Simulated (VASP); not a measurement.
# SnO (rock salt type) (Fm-3m) in VASP: notebook

The runs below take SnO (rock salt type) through single point, with r2SCAN.

All numbers are computed with VASP 6.6.1; they aren't measurements. Logs are shortened: lines on timing, memory, paths and dates and some standing lists are left out, and cuts for length are marked.

## (1) The cell of the first run

Symmetry: Fm-3m, No. 225, cubic system. Conventional cell: a = 5.186 Å, b = 5.186 Å, c = 5.186 Å, α = 90.00°, β = 90.00°, γ = 90.00°. Sn (site symmetry m-3m) has 6 O at 2.59 Å within 3.4 Å. O (site symmetry m-3m) has 6 Sn at 2.59 Å within 3.4 Å.

## (2) Single point, r2SCAN

Contents of POSCAR:

```
SnO
1.0
    0.0000000000      2.5928508873      2.5928508873
    2.5928508873      0.0000000000      2.5928508873
    2.5928508873      2.5928508873      0.0000000000
Sn O
1 1
Direct
    0.0000000000      0.0000000000      0.0000000000
    0.5000000000      0.5000000000      0.5000000000
```

Contents of INCAR.step1:

```
ALGO = Normal
EDIFF = 1E-4
ENCUT = 520
GGA = PE
ISMEAR = -1
LASPH = T
LCHARG = F
LREAL = F
LWAVE = T
NBANDS = 17
NELM = 60
PREC = Accurate
SIGMA = 0.1
```

Contents of INCAR.step2:

```
ALGO = Normal
EDIFF = 1E-6
ENCUT = 520
ISIF = 2
ISMEAR = -1
ISTART = 1
LASPH = T
LCHARG = F
LMIXTAU = T
LREAL = F
LWAVE = F
METAGGA = R2SCAN
NBANDS = 17
NELM = 60
PREC = Accurate
SIGMA = 0.1
```

Contents of KPOINTS:

```
k-points
0
Gamma
  12 12 12
```

Potentials or basis: VASP PAW PBE potentials, release 64 (Sn_d, O).

Started as:

```console
> cat potpaw_PBE.64/Sn_d/POTCAR potpaw_PBE.64/O/POTCAR > POTCAR
> cp INCAR.step1 INCAR
> mpirun -np 1 vasp_std > vasp.out
> cp INCAR.step2 INCAR
> mpirun -np 1 vasp_std > vasp.out
```

OUTCAR:

```text
EDIFF = 1E-6
   ENCUT = 520
   ISIF = 2
   ISMEAR = -1
   ISTART = 1
   LASPH = T
   LREAL = F
   METAGGA = R2SCAN
   NELM = 60
   PREC = Accurate

 ion  position               nearest neighbor table
   1  0.000  0.000  0.000-   2 2.59   2 2.59   2 2.59   2 2.59   2 2.59   2 2.59
   2  0.500  0.500  0.500-   1 2.59   1 2.59   1 2.59   1 2.59   1 2.59   1 2.59

  LATTYP: Found a face centered cubic cell.
 ALAT       =     5.1857017746

  Lattice vectors:

 A1 = (   0.0000000000,   2.5928508873,   2.5928508873)
 A2 = (   2.5928508873,   0.0000000000,   2.5928508873)
 A3 = (   2.5928508873,   2.5928508873,   0.0000000000)

Analysis of symmetry for initial positions (statically):
=====================================================================
 Subroutine PRICEL returns:
 Original cell was already a primitive cell.

 Routine SETGRP: Setting up the symmetry group for a
 face centered cubic supercell.

 Subroutine GETGRP returns: Found 48 space group operations
 (whereof 48 operations were pure point group operations)
 out of a pool of 48 trial point group operations.

The static configuration has the point symmetry O_h .

Analysis of symmetry for dynamics (positions and initial velocities):
=====================================================================
 Subroutine PRICEL returns:
 Original cell was already a primitive cell.

 Routine SETGRP: Setting up the symmetry group for a
 face centered cubic supercell.

 Subroutine GETGRP returns: Found 48 space group operations
 (whereof 48 operations were pure point group operations)
 out of a pool of 48 trial point group operations.

The dynamic configuration has the point symmetry O_h .

 Subroutine INISYM returns: Found 48 space group operations
 (whereof 48 operations are pure point group operations),
 and found     1 'primitive' translations

----------------------------------------------------------------------------------------

                                     Primitive cell

  volume of cell :      34.8628

  direct lattice vectors                    reciprocal lattice vectors
     0.000000000  2.592850887  2.592850887    -0.192837931  0.192837931  0.192837931
     2.592850887  0.000000000  2.592850887     0.192837931 -0.192837931  0.192837931
     2.592850887  2.592850887  0.000000000     0.192837931  0.192837931 -0.192837931

  length of vectors
     3.666844890  3.666844890  3.666844890     0.334005094  0.334005094  0.334005094

  position of ions in fractional coordinates (direct lattice)
     0.000000000  0.000000000  0.000000000
     0.500000000  0.500000000  0.500000000

  ion indices of the primitive-cell ions
   primitive index   ion index
                 1           1
                 2           2

----------------------------------------------------------------------------------------

 KPOINTS: k-points

Automatic generation of k-mesh.
 Grid dimensions read from file:
 generate k-points for:   12   12   12

 Generating k-lattice:

  Cartesian coordinates                     Fractional coordinates (reciprocal lattice)
    -0.016069828  0.016069828  0.016069828     0.083333333  0.000000000  0.000000000
     0.016069828 -0.016069828  0.016069828     0.000000000  0.083333333  0.000000000
     0.016069828  0.016069828 -0.016069828     0.000000000  0.000000000  0.083333333

  Length of vectors
     0.027833758  0.027833758  0.027833758

  Shift w.r.t. Gamma in fractional coordinates (k-lattice)
     0.000000000  0.000000000  0.000000000

 Subroutine IBZKPT returns following result:
 ===========================================

 Found     72 irreducible k-points:

 Following reciprocal coordinates:
            Coordinates               Weight
  0.000000  0.000000  0.000000      1.000000
  0.083333  0.000000  0.000000      8.000000
  0.166667  0.000000  0.000000      8.000000
  0.250000  0.000000  0.000000      8.000000
  0.333333  0.000000  0.000000      8.000000
  0.416667  0.000000  0.000000      8.000000
[... 16 lines left out ...]
  0.500000  0.166667  0.000000     24.000000
 -0.416667  0.166667  0.000000     24.000000
 [... further k-points ...]
   k-points           NKPTS =     72   k-points in BZ     NKDIM =     72   number of bands    NBANDS=     17
   number of dos      NEDOS =    301   number of ions     NIONS =      2
   total plane-waves  NPLWV =  21952
   dimension x,y,z NGX =    28 NGY =   28 NGZ =   28
   dimension x,y,z NGXF=    56 NGYF=   56 NGZF=   56
   ions per type =               1   1
   NGX,Y,Z   is equivalent  to a cutoff of  12.69, 12.69, 12.69 a.u.
   NGXF,Y,Z  is equivalent  to a cutoff of  25.39, 25.39, 25.39 a.u.
 SYSTEM =  unknown system
   PREC   = accura    normal or accurate (medium, high low for compatibility)
   ISTART =      1    job   : 0-new  1-cont  2-samecut
   ICHARG =      0    charge: 1-file 2-atom 10-const
   ISPIN  =      1    spin polarized calculation?
   LNONCOLLINEAR =      F non collinear calculations
   LSORBIT =      F    spin-orbit coupling
   LASPH  =      T    aspherical Exc in radial PAW
   ENCUT  =  520.0 eV  38.22 Ry    6.18 a.u.   6.82  6.82  6.82*2*pi/ulx,y,z
   NELM   =     60;   NELMIN=  2; NELMDL=  0     # of ELM steps
   EDIFF  = 0.1E-05   stopping-criterion for ELM
   LREAL  =      F    real-space projection
   EDIFFG = 0.1E-04   stopping-criterion for IOM
   NSW    =      0    number of steps for IOM
   IBRION =     -1    ionic relax: 0-MD 1-quasi-New 2-CG
   NFREE  =      0    steps in history (QN), initial steepest desc. (CG)
   ISIF   =      2    stress and relaxation
   ISYM   =      2    0-nonsym 1-usesym 2-fastsym
   POTIM  = 0.5000    time-step for ionic-motion
   TEBEG  =    0.0;   TEEND  =   0.0 temperature during run
   PSTRESS=    0.0 pullay stress
   NELECT =      20.0000    total number of electrons
   NUPDOWN=      -1.0000    fix difference up-down
   EMIN   =  10.00;   EMAX   =-10.00  energy-range for DOS
   EFERMI =   0.00;   METHOD = LEGACY
   ISMEAR =    -1;   SIGMA  =   0.10  broadening in eV -4-tet -1-fermi 0-gaus
   EFERMI_NEDOS =   21; number of points for ismear=-14 and -15
   IALGO  =     38    algorithm
   IMIX   =      4    mixing-type and parameters
     AMIX     =   0.40;   BMIX     =  1.00
     AMIX_MAG =   1.60;   BMIX_MAG =  1.00
  volume/ion in A,a.u.               =      17.43       117.63
  Fermi-wavevector in a.u.,A,eV,Ry     =   1.360287  2.570570 25.175967  1.850381
  Thomas-Fermi vector in A             =   2.486962
   LORBIT       =      0    0 simple, 1 ext, 2 COOP (PROOUT), +10 PAW based schemes
   METAGGA = R2SCAN    functional components
   LHFCALC =     F    Hartree Fock is set to
   AEXX    =    0.0000 exact exchange contribution
   IVDW    =     0    specifies the selected vdW correction
   LEPSILON=     F    determine dielectric tensor
   LRPA    =     F    only Hartree local field effects (RPA)
 non-spin polarized calculation
  energy-cutoff  :      520.00
  volume of cell :       34.86
 maximum number of plane-waves:       960
   NGX = 13   NGY = 13   NGZ = 13

 number of electron      20.0000005 magnetization

 Free energy of the ion-electron system (eV)
  ---------------------------------------------------
  ext. energy  EPLUGINS =         0.00000000
  ---------------------------------------------------
  free energy    TOTEN  =       -32.21365944 eV

  energy without entropy =      -32.21034991  energy(sigma->0) =      -32.21200468

 E-fermi :   7.1007     XC(G=0): -11.1478

 val. band max:        6.8664798736   @ k =  -0.4167   0.1667   0.0833
 cond. band min:       7.3526583934   @ k =  -0.4167   0.1667   0.0833
 fundamental gap:      0.4861785199
 Fermi energy:         7.1006504793

 k-point     1 :       0.0000    0.0000    0.0000
  band No.  band energies     occupation
      1     -15.3376      2.00000
      2     -15.3376      2.00000
      3     -15.3376      2.00000
      4     -15.2772      2.00000
      5     -15.2772      2.00000
      6     -12.4328      2.00000
[... 9 lines left out ...]
     16      17.3678      0.00000
     17      17.8208      0.00000

 k-point     2 :       0.0833    0.0000    0.0000
  band No.  band energies     occupation
      1     -15.3372      2.00000
      2     -15.3350      2.00000
      3     -15.3350      2.00000
      4     -15.2780      2.00000
      5     -15.2780      2.00000
      6     -12.4015      2.00000
[... 9 lines left out ...]
     16      17.6445      0.00000
     17      19.4010      0.00000

 k-point     3 :       0.1667    0.0000    0.0000
  band No.  band energies     occupation
      1     -15.3361      2.00000
      2     -15.3292      2.00000
      3     -15.3292      2.00000
      4     -15.2791      2.00000
      5     -15.2791      2.00000
      6     -12.3144      2.00000
[... 9 lines left out ...]
     16      18.2728      0.00000
     17      21.2974      0.00000

 k-point     4 :       0.2500    0.0000    0.0000
  band No.  band energies     occupation
      1     -15.3350      2.00000
      2     -15.3252      2.00000
      3     -15.3251      2.00000
      4     -15.2766      2.00000
      5     -15.2766      2.00000
      6     -12.1918      2.00000
[... 9 lines left out ...]
     16      19.0725      0.00000
     17      22.4973      0.00000
[... 343 lines left out ...]
      1     -15.3555      2.00000
      2     -15.3338      2.00000
      3     -15.3080      2.00000
      4     -15.2939      2.00000
      5     -15.2562      2.00000
      6     -11.9044      2.00000
[... 9 lines left out ...]
     16      21.8631      0.00000
     17      23.1005      0.00000

 k-point    23 :       0.5000    0.1667    0.0000
  band No.  band energies     occupation
      1     -15.3584      2.00000
      2     -15.3268      2.00000
      3     -15.3107      2.00000
      4     -15.2897      2.00000
      5     -15.2567      2.00000
      6     -11.8318      2.00000
[... 9 lines left out ...]
     16      21.7784      0.00000
     17      23.3512      0.00000

 k-point    24 :      -0.4167    0.1667    0.0000
  band No.  band energies     occupation
      1     -15.3539      2.00000
      2     -15.3229      2.00000
      3     -15.3125      2.00000
      4     -15.2861      2.00000
      5     -15.2638      2.00000
      6     -11.8267      2.00000
[... 9 lines left out ...]
     16      21.0277      0.00000
     17      23.8965      0.00000

 [... further k-points ...]
[... 5 lines left out ...]
  --------------------------------------------------------------------------------------
  -------------------------------------------------------------------------------------
  Total       -1.2108315     -1.2108315     -1.2108315     -0.0000000     -0.0000000     -0.0000000
  in kB      -55.6457076    -55.6457076    -55.6457076     -0.0000000     -0.0000000     -0.0000000
  external PRESSURE =     -55.6457076 kB  Pullay stress =       0.0000000 kB

 VOLUME and BASIS-vectors are now :
 -----------------------------------------------------------------------------
  energy-cutoff  :      520.00
  volume of cell :       34.86
      direct lattice vectors                 reciprocal lattice vectors
     0.000000000  2.592850887  2.592850887    -0.192837931  0.192837931  0.192837931
     2.592850887  0.000000000  2.592850887     0.192837931 -0.192837931  0.192837931
     2.592850887  2.592850887  0.000000000     0.192837931  0.192837931 -0.192837931

 POSITION                                       TOTAL-FORCE (eV/Angst)
 -----------------------------------------------------------------------------------
      0.00000      0.00000      0.00000        -0.000000      0.000000     -0.000000
      2.59285      2.59285      2.59285         0.000000     -0.000000      0.000000
 -----------------------------------------------------------------------------------
    total drift:                                0.000000      0.000000      0.000000

  FREE ENERGIE OF THE ION-ELECTRON SYSTEM (eV)
  ---------------------------------------------------
  free  energy   TOTEN  =       -32.2136594424 eV

  energy  without entropy=      -32.2103499107  energy(sigma->0) =      -32.21200468
```

Run time: 2.2 min. Hardware: 1 thread of Intel Xeon Platinum 8259CL at 2.50GHz (Skylake/Cascade Lake), shared host; peak memory 0.19 GiB.

What came out:

| Item | Value |
| --- | --- |
| Free energy | -32.2137 eV |
| Pressure | -5.6 GPa |
| Band gap on the k mesh | 0.49 eV |

Levels at points of the mesh, in eV from the valence-band top:
```
           k point  band 6  band 7  band 8  band 9  band 10  band 11  band 12  band 13  band 14  band 15
(0.00, 0.00, 0.00)  -19.30   -6.75   -3.16   -3.16    -3.16     7.61     7.61     7.61    10.50    10.50
(0.50, 0.00, 0.00)  -18.80   -8.23   -2.98   -2.98    -0.48     0.66     4.46     4.46     9.91    14.36
(0.50, 0.50, 0.00)  -18.40   -6.12   -4.74   -4.20    -4.20     3.75     5.69     5.92     5.92    13.76
```

Caveat: the cell stands under tension; the PAW data sets were made with another functional, which shifts forces and pressure a little; spin-orbit coupling is left out, which moves the levels of the heavy elements.

## (3) Single point, r2SCAN

POSCAR is that of step 2.

Contents of INCAR.step1:

```
SYSTEM = SnO
  ALGO = Normal
  EDIFF = 1E-4
  ENCUT = 520
  GGA = PE
  ISMEAR = -1
  LASPH = .True.
  LCHARG = .False.
  LREAL = .False.
  LWAVE = .True.
  NBANDS = 17
  NELM = 100
  PREC = Accurate
  SIGMA = 0.1
```

Contents of INCAR.step2:

```
SYSTEM = SnO
  ALGO = Normal
  EDIFF = 1E-7
  ENCUT = 520
  ISIF = 2
  ISMEAR = -1
  ISTART = 1
  LASPH = .True.
  LCHARG = .True.
  LELF = .True.
  LMIXTAU = .True.
  LREAL = .False.
  LVHAR = .True.
  LWAVE = .False.
  METAGGA = R2SCAN
  NBANDS = 17
  NELM = 100
  PREC = Accurate
  SIGMA = 0.1
```

Contents of KPOINTS:

```
k-points
0
Gamma
  12 12 12
  0 0 0
```

Potentials or basis: VASP PAW PBE potentials, release 64 (Sn_d, O).

Started as:

```console
> cat potpaw_PBE.64/Sn_d/POTCAR potpaw_PBE.64/O/POTCAR > POTCAR
> cp INCAR.step1 INCAR
> mpirun -np 1 vasp_std > vasp.out
> cp INCAR.step2 INCAR
> mpirun -np 1 vasp_std > vasp.out
```

It took 2.7 min on 1 thread of Intel Xeon Platinum 8259CL at 2.50GHz (Skylake/Cascade Lake), shared host; peak memory 0.19 GiB.

The run converged. Its results:

* Free energy: -32.2137 eV
* Pressure: -5.6 GPa
* Band gap on the k mesh: 0.49 eV

Levels at points of the mesh, in eV from the valence-band top:
```csv
k point,band 8,band 9,band 10,band 11,band 12,band 13
"(0.00, 0.00, 0.00)",-3.16,-3.16,-3.16,7.61,7.61,7.61
"(0.50, 0.00, 0.00)",-2.98,-2.98,-0.48,0.66,4.46,4.46
"(0.50, 0.50, 0.00)",-4.74,-4.20,-4.20,3.75,5.69,5.92
```

Caveat: the cell stands under tension; the PAW data sets were made with another functional, which shifts forces and pressure a little; spin-orbit coupling is left out, which moves the levels of the heavy elements. A k mesh can miss the band edges.
